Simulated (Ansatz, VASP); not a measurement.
## CsPdO in VASP and in Ansatz

```xyz
6
Lattice="3.7458 0.0000 0.0000 0.0000 3.7458 0.0000 0.0000 0.0000 8.5955" Properties=species:S:1:pos:R:3 pbc="T T T"
Pd    0.9365    0.9365    5.5785
Pd    2.8094    2.8094    3.0170
Cs    0.9365    0.9365    1.7707
Cs    2.8094    2.8094    6.8248
O     2.8094    0.9365    0.0000
O     0.9365    2.8094    0.0000
```

Alike in both runs: task single point; functional r2SCAN; k mesh 9 × 9 × 4; no spin polarisation.

|  | VASP | Ansatz |
| --- | --- | --- |
| version | VASP 6.6.1 | Ansatz 0.2.0 |
| potentials or method | VASP PAW PBE potentials, release 64 (Pd, Cs_sv, O), cutoff 520 eV | PAW plane waves |
| occupations | fermi-dirac, width 0.1 eV | fermi-dirac |
| valence electrons in the cell | 50 | 66 |

```tsv
	VASP	Ansatz	Ansatz less VASP
pressure (GPa)	5.7	4.6	-1.08
traceless stress, the component that is largest in VASP (GPa)	-1.25	-1.04	+0.206
rms of the force components (eV/Å)	0.475	0.433	-0.0422
```

VASP's potentials were made for PBE, not for r2SCAN. Atom by atom the forces differ by 0.049 eV/Å (rms over components). VASP's potentials hold 50 valence electrons a cell and Ansatz's 66, so a difference there can come from the potentials and not from the codes.

Spin-orbit coupling is off throughout.
